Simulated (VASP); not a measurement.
BaZrO3:

```
Ba Zr O
1.0
     4.19134    0.00000    0.00000
     0.00000    4.19134    0.00000
     0.00000    0.00000    4.19134
Ba Zr O
1 1 3
Direct
  0.00000 0.00000 0.00000
  0.50000 0.50000 0.50000
  0.50000 0.50000 0.00000
  0.50000 0.00000 0.50000
  0.00000 0.50000 0.50000
```

| Property | Result |
| --- | --- |
| Program | VASP 6.6.1 |
| Task | relaxation of cell and atoms |
| Functional | PBE |
| Dispersion | D4 |
| Potentials or basis | VASP PAW PBE potentials, release 64 (Ba_sv, Zr_sv, O) |
| Cutoff | 600 eV |
| k mesh | 6 × 6 × 6 |
| Occupations | fermi-dirac, width 0.05 eV |
| Spin | no spin polarisation |

At the start: pressure 2.7 GPa; volume 14.73 Å³/atom.

Task: Where does the relaxation end?

Result: Over 3 steps the energy falls by 2.0 meV/atom and the volume is 14.98 Å³/atom (+1.7 %); space group Pm-3m (No. 221, to 0.1 Å) before and after.

The path:
```
step  energy change (eV)  largest force (eV/Å)  pressure (GPa)  volume (Å³)
   1              0.0000                0.0000            2.66        73.63
   2              0.0018                0.0000           -2.71        76.27
   3             -0.0102                0.0000            0.00        74.88
```

Final structure:
```cif
data_structure
_symmetry_space_group_name_H-M 'P 1'
_symmetry_Int_Tables_number 1
_cell_length_a 4.2149
_cell_length_b 4.2149
_cell_length_c 4.2149
_cell_angle_alpha 90.000
_cell_angle_beta 90.000
_cell_angle_gamma 90.000
_cell_volume 74.88
loop_
_atom_site_label
_atom_site_type_symbol
_atom_site_fract_x
_atom_site_fract_y
_atom_site_fract_z
_atom_site_occupancy
Ba1 Ba 0.00000 0.00000 0.00000 1
Zr1 Zr 0.50000 0.50000 0.50000 1
O1 O 0.50000 0.50000 0.00000 1
O2 O 0.50000 0.00000 0.50000 1
O3 O 0.00000 0.50000 0.50000 1
```
